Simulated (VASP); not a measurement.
# Al30Si (a cell with a defect) in VASP: notebook, part 2 of 2

VASP 6.6.1. Earlier steps stand in the parts before.

**3. Single point, PBEsol**

File INCAR:

```
SYSTEM = Al30Si
PREC = Accurate ; ENCUT = 520
EDIFF = 1E-6 ; ISMEAR = 0
SIGMA = 0.1 ; LREAL = Auto
LASPH = .TRUE. ; NELM = 100
ALGO = Normal ; ISIF = 2
LWAVE = .FALSE. ; LCHARG = .FALSE.
GGA = PS ; NBANDS = 68
```

File KPOINTS:

```
Automatic mesh
0
G
  3 3 3
  0 0 0
```

File POSCAR:

```
Al30Si
1.0
    8.1000000000      0.0000000000      0.0000000000
    0.0000000000      8.1000000000      0.0000000000
    0.0000000000      0.0000000000      8.1000000000
Al Si
30 1
Direct
    0.4997159259      0.0020519753      0.0021897531
    0.7474798765      0.2500000000      0.0025201235
    0.7478102469      0.0020519753      0.2502840741
    0.0006240741     -0.0011495062     -0.0004720988
    0.2525656790      0.2500000000      0.0010788889
    0.4997159259      0.4979480247      0.0021897531
    0.7499845679      0.7500000000      0.0000154321
    0.2528448148      0.0061060494      0.2518759259
    0.7478102469      0.4979480247      0.2502840741
    0.4981240741      0.0061060494      0.4971551852
    0.7489211111      0.2500000000      0.4974343210
    0.7504720988     -0.0011495062      0.7493759259
    0.0006240741      0.5011495062     -0.0004720988
    0.2493585185      0.7500000000     -0.0008020988
    0.0010506173      0.2500000000      0.2522839506
    0.2528448148      0.4938939506      0.2518759259
    0.5004120988      0.7500000000      0.2495879012
    0.0016118519      0.0009940741      0.5008071605
    0.4981240741      0.4938939506      0.4971551852
    0.7508020988      0.7500000000      0.5006414815
    0.2491928395      0.0009940741      0.7483881481
    0.4977160494      0.2500000000      0.7489493827
    0.7504720988      0.5011495062      0.7493759259
   -0.0001234568      0.7500000000      0.2499262963
    0.0016118519      0.4990059259      0.5008071605
    0.2491009877      0.7500000000      0.5008990123
    0.0021023457      0.2500000000      0.7478976543
    0.2491928395      0.4990059259      0.7483881481
    0.5000737037      0.7500000000      0.7501234568
    0.0007975309      0.7500000000      0.7492024691
    0.2489666667      0.2500000000      0.5010333333
```

Potentials or basis: VASP PAW PBE potentials, release 64 (Al, Si).

Started as:

```bash
$ cat potpaw_PBE.64/Al/POTCAR potpaw_PBE.64/Si/POTCAR > POTCAR
$ mpirun -np 1 vasp_std > vasp.out
```

OUTCAR:

```text
SYSTEM = Al30Si
   PREC = Accurate
   ENCUT = 520
   EDIFF = 1E-6
   ISMEAR = 0
   LREAL = Auto
   LASPH = .TRUE.
   NELM = 100
   ISIF = 2
   GGA = PS

 ion  position               nearest neighbor table
   1  0.500  0.002  0.002-   5 2.84   2 2.84   3 2.84   8 2.84  17 2.86  22 2.87   7 2.88  14 2.88
                            12 2.88  29 2.89  21 2.89
   2  0.747  0.250  0.003-   1 2.84   6 2.84   3 2.84   9 2.84  15 2.88  22 2.88  13 2.89   4 2.89
                            12 2.89  23 2.89  27 2.92
   3  0.748  0.002  0.250-  11 2.84   2 2.84   1 2.84  10 2.84  17 2.86  15 2.87   7 2.88  20 2.88
                             4 2.88  24 2.89  18 2.89
   4  0.001  0.999  1.000-  14 2.85  30 2.86  24 2.86   7 2.86  21 2.86  12 2.87  27 2.88   5 2.88
                             3 2.88  15 2.89   2 2.89   8 2.89
   5  0.253  0.250  0.001-   8 2.83  16 2.83   1 2.84   6 2.84  22 2.85  21 2.87  28 2.87  15 2.88
                            13 2.88   4 2.88  27 2.88
   6  0.500  0.498  0.002-   5 2.84   2 2.84   9 2.84  16 2.84  17 2.86  22 2.87   7 2.88  14 2.88
                            23 2.88  29 2.89  28 2.89
   7  0.750  0.750  0.000-  17 2.86  12 2.86  13 2.86   4 2.86  23 2.86  24 2.86  29 2.86  30 2.87
[... 286 lines left out ...]
      2      -1.8574      2.00000
      3      -1.2680      2.00000
      4      -1.2266      2.00000
      5      -1.2015      2.00000
      6      -1.1784      2.00000
[... 485 lines left out ...]
     58       9.3968      0.00000
     59       9.4971      0.00000
 [bands above 59 left out]

------------------------ aborting loop because EDIFF is reached ----------------------------------------

  FORCE on cell =-STRESS in cart. coord.  units (eV):
  Direction    XX          YY          ZZ          XY          YZ          ZX
  --------------------------------------------------------------------------------------
  -------------------------------------------------------------------------------------
  Total       -9.4682604    -10.6044353     -9.4682604     -0.0000000      0.0000000      0.1512501
  in kB      -28.5447157    -31.9700320    -28.5447157     -0.0000000      0.0000000      0.4559855
  external PRESSURE =     -29.6864878 kB  Pullay stress =       0.0000000 kB

 VOLUME and BASIS-vectors are now :
 -----------------------------------------------------------------------------
  energy-cutoff  :      520.00
  volume of cell :      531.44
      direct lattice vectors                 reciprocal lattice vectors
     8.100000000  0.000000000  0.000000000     0.123456790  0.000000000  0.000000000
     0.000000000  8.100000000  0.000000000     0.000000000  0.123456790  0.000000000
     0.000000000  0.000000000  8.100000000     0.000000000  0.000000000  0.123456790

 POSITION                                       TOTAL-FORCE (eV/Angst)
 -----------------------------------------------------------------------------------
      4.04770      0.01662      0.01774         0.001795     -0.022158     -0.011437
      6.05459      2.02500      0.02041         0.022007     -0.000000     -0.022007
      6.05726      0.01662      2.02730         0.011437     -0.022158     -0.001795
      0.00506      8.09069      8.09618        -0.000595      0.011940      0.015165
      2.04578      2.02500      0.00874        -0.022604     -0.000000     -0.022154
      4.04770      4.03338      0.01774         0.001795      0.022158     -0.011437
[... 23 lines left out ...]
      0.00646      6.07500      6.06854        -0.001562     -0.000000      0.001562
      2.01663      2.02500      4.05837         0.010946     -0.000000     -0.010946
 -----------------------------------------------------------------------------------
    total drift:                                0.017943      0.000000     -0.017943

  FREE ENERGIE OF THE ION-ELECTRON SYSTEM (eV)
  ---------------------------------------------------
  free  energy   TOTEN  =      -127.9214671735 eV

  energy  without entropy=     -127.8810732917  energy(sigma->0) =     -127.90127023
```

It took 11 min on 1 thread of Oxide Virtual Turin-like, shared host; peak memory 0.51 GiB.

What came out:

```
Free energy            : -127.9215 eV
Pressure               : -3.0 GPa
Largest force          : 0.033 eV/Å
Band gap on the k mesh : zero (band 47 reaches 7.81 eV, above the bottom of band 48 at 7.49 eV)
```

Forces on the atoms (eV/Å):
```
Al   0.002 -0.022 -0.011
Al   0.022  0.000 -0.022
Al   0.011 -0.022 -0.002
Al  -0.001  0.012  0.015
Al  -0.023  0.000 -0.022
Al   0.002  0.022 -0.011
Al  -0.015  0.000  0.015
Al  -0.013 -0.012  0.001
Al   0.011  0.022 -0.002
Al  -0.001 -0.012  0.013
Al   0.022  0.000  0.023
Al  -0.015  0.012  0.001
Al  -0.001 -0.012  0.015
Al   0.012  0.000  0.019
Al  -0.018  0.000 -0.016
Al  -0.013  0.012  0.001
Al  -0.001  0.000  0.001
Al  -0.014 -0.007 -0.021
Al  -0.001  0.012  0.013
Al  -0.019  0.000 -0.012
Al   0.021 -0.007  0.014
Al   0.016  0.000  0.018
Al  -0.015 -0.012  0.001
Al   0.007  0.000 -0.002
Al  -0.014  0.007 -0.021
Al   0.024  0.000 -0.024
Al  -0.022  0.000  0.022
Al   0.021  0.007  0.014
Al   0.002  0.000 -0.007
Al  -0.002  0.000  0.002
Si   0.011  0.000 -0.011
```

Stress tensor (GPa, compression positive):
```
-2.85  0.00  0.05
 0.00 -3.20  0.00
 0.05  0.00 -2.85
```

Caveat: the PAW data sets were made with another functional, which shifts forces and pressure a little.

**4. Single point, PBEsol**

File INCAR:

```
SYSTEM = Al30Si
ALGO     = Normal         ! electronic algorithm
EDIFF    = 1E-7           ! SCF threshold, eV
ENCUT    = 520            ! plane-wave cutoff, eV
GGA      = PS             ! functional
ISIF     = 2              ! what is computed and relaxed
ISMEAR   = 0              ! smearing method
LASPH    = .TRUE.         ! aspherical terms in the spheres
LCHARG   = .TRUE.         ! write CHGCAR
LELF     = .TRUE.         ! ELF
LREAL    = Auto         
LVHAR    = .TRUE.       
LWAVE    = .FALSE.        ! write WAVECAR
NBANDS   = 68             ! bands
NELM     = 60             ! most SCF steps
PREC     = Accurate       ! precision mode
SIGMA    = 0.1            ! smearing width, eV
```

File KPOINTS:

```
k-points
0
G
  3 3 3
  0 0 0
```

File POSCAR:

```
Al30Si
1.0
    8.1000000000      0.0000000000      0.0000000000
    0.0000000000      8.1000000000      0.0000000000
    0.0000000000      0.0000000000      8.1000000000
Al Si
30 1
Direct
    0.5013295621      0.0010777713      0.0010863381
    0.7493205193      0.2504987075      0.0014208836
    0.7495258342      0.0008760813      0.2495329637
    0.0007689946     -0.0006512158      0.0003993658
    0.2526970577      0.2504179925     -0.0001194293
    0.5016081440      0.4996760470      0.0010964908
    0.7504278884      0.7505449219      0.0003524791
    0.2529614487      0.0064706698      0.2523628884
    0.7497779726      0.4998869466      0.2491934786
    0.4984917460      0.0062255431      0.4981008011
    0.7507877521      0.2504303624      0.4978213621
    0.7504821271     -0.0005418492      0.7500413297
    0.0010850220      0.5015803292      0.0001075649
    0.2508744877      0.7502516545      0.0000653710
    0.0012501516      0.2502848019      0.2514758177
    0.2530493908      0.4940317450      0.2524711594
    0.5011484424      0.7502676698      0.2495748597
    0.0029398312      0.0018046067      0.4996685517
    0.4987219009      0.4943188117      0.4980522252
    0.7508650779      0.7503308802      0.4999387547
    0.2511982496      0.0017174971      0.7479422429
    0.4991792157      0.2502331627      0.7491769647
    0.7507033119      0.5014401274      0.7498231800
    0.0010719548      0.7503516634      0.2495052819
    0.0029142666      0.4990136541      0.4994601599
    0.2506434823      0.7504366102      0.4999683109
    0.0029415346      0.2504684598      0.7476711571
    0.2514860435      0.4990025103      0.7477049561
    0.5013076361      0.7504123225      0.7497908589
    0.0012906081      0.7503600635      0.7494488648
    0.5018014451      0.2502075516      0.2488399667
```

Started as:

```bash
$ cat potpaw_PBE.64/Al/POTCAR potpaw_PBE.64/Si/POTCAR > POTCAR
$ mpirun -np 1 vasp_std > vasp.out
```

It took 29 min on 1 thread of Oxide Virtual Turin-like, shared host; peak memory 0.61 GiB.

It converged, with:

```yaml
Free_energy: -127.9230 eV
Pressure: -3.0 GPa
Largest_force: 0.013 eV/Å
Band_gap_on_the_k_mesh: zero (band 47 reaches 7.81 eV, above the bottom of band 48 at 7.49 eV)
```

Forces in eV/Å, atoms in the order of the input:
```
Al   0.005 -0.003  0.005
Al  -0.008 -0.003  0.010
Al  -0.001  0.003 -0.008
Al   0.004 -0.006  0.003
Al   0.003 -0.001  0.003
Al   0.000  0.002 -0.001
Al  -0.004  0.000  0.006
Al  -0.007  0.007  0.000
Al  -0.004 -0.002 -0.004
Al  -0.003  0.008 -0.004
Al  -0.005 -0.003 -0.002
Al   0.002 -0.008 -0.001
Al  -0.003 -0.001  0.007
Al   0.004  0.005 -0.003
Al   0.005  0.002  0.008
Al  -0.007 -0.006 -0.002
Al   0.007  0.001 -0.005
Al   0.002  0.003 -0.004
Al  -0.004 -0.006 -0.006
Al   0.005  0.005  0.001
Al  -0.002  0.001 -0.005
Al  -0.007  0.006  0.002
Al  -0.007  0.004  0.005
Al  -0.004  0.002 -0.007
Al   0.008 -0.004  0.000
Al   0.008 -0.001  0.000
Al   0.006 -0.002 -0.003
Al  -0.004 -0.005 -0.004
Al   0.008 -0.001  0.007
Al   0.005  0.003  0.000
Si  -0.002  0.000  0.003
```

Stress tensor (GPa, compression positive):
```
-2.84  0.00  0.04
 0.00 -3.20  0.00
 0.04  0.00 -2.85
```

Levels at points of the mesh, in eV from the Fermi level:
```csv
k point,band 45,band 46,band 47,band 48,band 49,band 50
"(0.00, 0.00, 0.00)",-0.33,0.26,0.34,0.38,0.41,0.44
```

Caveat: the PAW data sets were made with another functional, which shifts forces and pressure a little.
